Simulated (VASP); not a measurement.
# NiO2 (P-3m1) in VASP: further runs, part 2 of 2

VASP 6.6.1. The steps go on from the part before.

### 3 Single point, PBEsol

The input, INCAR:

```
  PREC = Accurate
  ENCUT = 520
  EDIFF = 1E-7
  ISMEAR = 0
  SIGMA = 0.02
  LREAL = F
  LASPH = T
  NELM = 60
  ALGO = Normal
  ISIF = 2
  LWAVE = F
  LCHARG = F
  GGA = PS
  NBANDS = 18
```

The input, KPOINTS:

```
Automatic mesh
0
Gamma
  12 12 6
```

The input, POSCAR:

```
NiO2
1.0
    2.7845257550      0.0000000000      0.0000000000
   -1.3922628775      2.4114700413      0.0000000000
    0.0000000000      0.0000000000      4.8789139732
Ni O
1 2
Direct
    0.0000000000      0.0000000000      0.5000000000
    0.6666666667      0.3333333333      0.6912080179
    0.3333333333      0.6666666667      0.3087919821
```

Potentials or basis: VASP PAW PBE potentials, release 64 (Ni, O).

The run is started by

```bash
$ cat potpaw_PBE.64/Ni/POTCAR potpaw_PBE.64/O/POTCAR > POTCAR
$ mpirun -np 1 vasp_std > vasp.out
```

OUTCAR:

```text
PREC = Accurate
   ENCUT = 520
   EDIFF = 1E-7
   ISMEAR = 0
   LREAL = F
   LASPH = T
   NELM = 60
   ISIF = 2
   GGA = PS

 ion  position               nearest neighbor table
   1  0.000  0.000  0.500-   2 1.86   3 1.86   3 1.86   2 1.86   2 1.86   3 1.86
   2  0.667  0.333  0.691-   1 1.86   1 1.86   1 1.86
   3  0.333  0.667  0.309-   1 1.86   1 1.86   1 1.86

  LATTYP: Found a hexagonal cell.
 ALAT       =     2.7845257550
 C/A-ratio  =     1.7521525755

  Lattice vectors:

 A1 = (   2.7845257550,   0.0000000000,   0.0000000000)
 A2 = (  -1.3922628775,   2.4114700413,   0.0000000000)
 A3 = (   0.0000000000,   0.0000000000,   4.8789139732)

Analysis of symmetry for initial positions (statically):
=====================================================================
 Subroutine PRICEL returns:
 Original cell was already a primitive cell.

 Routine SETGRP: Setting up the symmetry group for a
 hexagonal supercell.

 Subroutine GETGRP returns: Found 12 space group operations
 (whereof 12 operations were pure point group operations)
 out of a pool of 24 trial point group operations.

The static configuration has the point symmetry D_3d.

Analysis of symmetry for dynamics (positions and initial velocities):
=====================================================================
 Subroutine PRICEL returns:
 Original cell was already a primitive cell.

 Routine SETGRP: Setting up the symmetry group for a
 hexagonal supercell.

 Subroutine GETGRP returns: Found 12 space group operations
 (whereof 12 operations were pure point group operations)
 out of a pool of 24 trial point group operations.

The dynamic configuration has the point symmetry D_3d.

 Subroutine INISYM returns: Found 12 space group operations
 (whereof 12 operations are pure point group operations),
 and found     1 'primitive' translations

[... 116 lines left out ...]
     AMIX_MAG =   1.60;   BMIX_MAG =  1.00
  volume/ion in A,a.u.               =      10.92        73.69
  Fermi-wavevector in a.u.,A,eV,Ry     =   1.433608  2.709126 27.963113  2.055231
  Thomas-Fermi vector in A             =   2.553107
   LORBIT       =      0    0 simple, 1 ext, 2 COOP (PROOUT), +10 PAW based schemes
   GGA     = PS    functional components
   LHFCALC =     F    Hartree Fock is set to
   AEXX    =    0.0000 exact exchange contribution
   IVDW    =     0    specifies the selected vdW correction
   LEPSILON=     F    determine dielectric tensor
   LRPA    =     F    only Hartree local field effects (RPA)
 non-spin polarized calculation
 Gauss-broadening in eV      SIGMA  =   0.02
  energy-cutoff  :      520.00
  volume of cell :       32.76
 maximum number of plane-waves:       896
 NGX is ok and might be reduce to    24
   NGX = 11   NGY = 11   NGZ = 19

 number of electron      22.0000008 magnetization

 Free energy of the ion-electron system (eV)
  ---------------------------------------------------
  ext. energy  EPLUGINS =         0.00000000
  ---------------------------------------------------
  free energy    TOTEN  =       -18.76026113 eV

  energy without entropy =      -18.76026113  energy(sigma->0) =      -18.76026113

 E-fermi :   2.3095     XC(G=0): -10.6062

 val. band max:        2.1415073863   @ k =   0.0833   0.0833   0.5000
 cond. band min:       3.1590533654   @ k =   0.2500  -0.0000   0.3333
 fundamental gap:      1.0175459791
 Fermi energy:         2.3094551766

 k-point     1 :       0.0000    0.0000    0.0000
  band No.  band energies     occupation
      1     -17.5492      2.00000
      2     -15.0031      2.00000
      3      -3.6020      2.00000
      4      -3.5179      2.00000
      5      -3.5179      2.00000
      6      -0.0240      2.00000
[... 481 lines left out ...]
      5      -3.1114      2.00000
      6      -1.1160      2.00000
[... 10 lines left out ...]
     17      19.8056      0.00000
     18      22.0947      0.00000

 [... further k-points ...]

------------------------ aborting loop because EDIFF is reached ----------------------------------------

  FORCE on cell =-STRESS in cart. coord.  units (eV):
  Direction    XX          YY          ZZ          XY          YZ          ZX
  --------------------------------------------------------------------------------------
  -------------------------------------------------------------------------------------
  Total        0.1634497      0.1634497      0.0792863     -0.0000000      0.0000000      0.0000000
  in kB        7.9935246      7.9935246      3.8775066     -0.0000000      0.0000000      0.0000000
  external PRESSURE =       6.6215186 kB  Pullay stress =       0.0000000 kB

 VOLUME and BASIS-vectors are now :
 -----------------------------------------------------------------------------
  energy-cutoff  :      520.00
  volume of cell :       32.76
      direct lattice vectors                 reciprocal lattice vectors
     2.784525755  0.000000000  0.000000000     0.359127581  0.207342406  0.000000000
    -1.392262878  2.411470041  0.000000000     0.000000000  0.414684812  0.000000000
     0.000000000  0.000000000  4.878913973     0.000000000  0.000000000  0.204963647

 POSITION                                       TOTAL-FORCE (eV/Angst)
 -----------------------------------------------------------------------------------
      0.00000      0.00000      2.43946         0.000000      0.000000     -0.000000
      1.39226      0.80382      3.37234        -0.000000      0.000000      0.065845
     -0.00000      1.60765      1.50657         0.000000      0.000000     -0.065845
 -----------------------------------------------------------------------------------
    total drift:                                0.000000     -0.000000     -0.000000

  FREE ENERGIE OF THE ION-ELECTRON SYSTEM (eV)
  ---------------------------------------------------
  free  energy   TOTEN  =       -18.7602611296 eV

  energy  without entropy=      -18.7602611296  energy(sigma->0) =      -18.76026113
```

stdout:

```text
POSCAR found type information on POSCAR NiO
 POSCAR found :  2 types and       3 ions
 scaLAPACK will be used
 -----------------------------------------------------------------------------
|                                                                             |
|                                                                             |
|     You enforced a specific xc type in the INCAR file but a different       |
|     I HOPE YOU KNOW WHAT YOU ARE DOING!                                     |
|                                                                             |
 -----------------------------------------------------------------------------

 LDA part: xc-table for (Slater+PW92), standard interpolation
 POSCAR, INCAR and KPOINTS ok, starting setup
 FFT: planning ... GRIDC
 FFT: planning ... GRID_SOFT
 FFT: planning ... GRID
 WAVECAR not read
 entering main loop
```

Run time: 86 s. Hardware: 1 thread of Intel Xeon 8259CL, shared host; peak memory 0.19 GiB.

Results:

```yaml
Free_energy: -18.7603 eV
Pressure: 0.7 GPa
Largest_force: 0.066 eV/Å
Band_gap_on_the_k_mesh: 1.02 eV, indirect (least direct gap 1.25 eV)
```

Forces on the atoms (eV/Å):
```
Ni   0.000  0.000  0.000
O    0.000  0.000  0.066
O    0.000  0.000 -0.066
```

Stress tensor (GPa, compression positive):
```
0.80 0.00 0.00
0.00 0.80 0.00
0.00 0.00 0.39
```

Levels at points of the mesh, in eV from the valence-band top:
```
           k point  band 7  band 8  band 9  band 10  band 11  band 12  band 13  band 14  band 15  band 16
(0.00, 0.00, 0.00)   -2.17   -1.07   -1.07    -0.95    -0.32     2.30     2.30     7.61    11.09    13.95
(0.50, 0.00, 0.00)   -2.81   -2.02   -1.77    -1.67    -1.02     1.63     2.21    12.49    13.40    13.80
(0.00, 0.00, 0.50)   -2.17   -1.86   -1.08    -1.08    -0.08     2.32     2.32     9.58     9.79    13.13
(0.50, 0.00, 0.50)   -2.77   -1.77   -1.69    -1.65    -1.08     1.63     2.17    11.82    12.89    14.66
```

Caveat: the PAW data sets were made with another functional, which shifts forces and pressure a little.
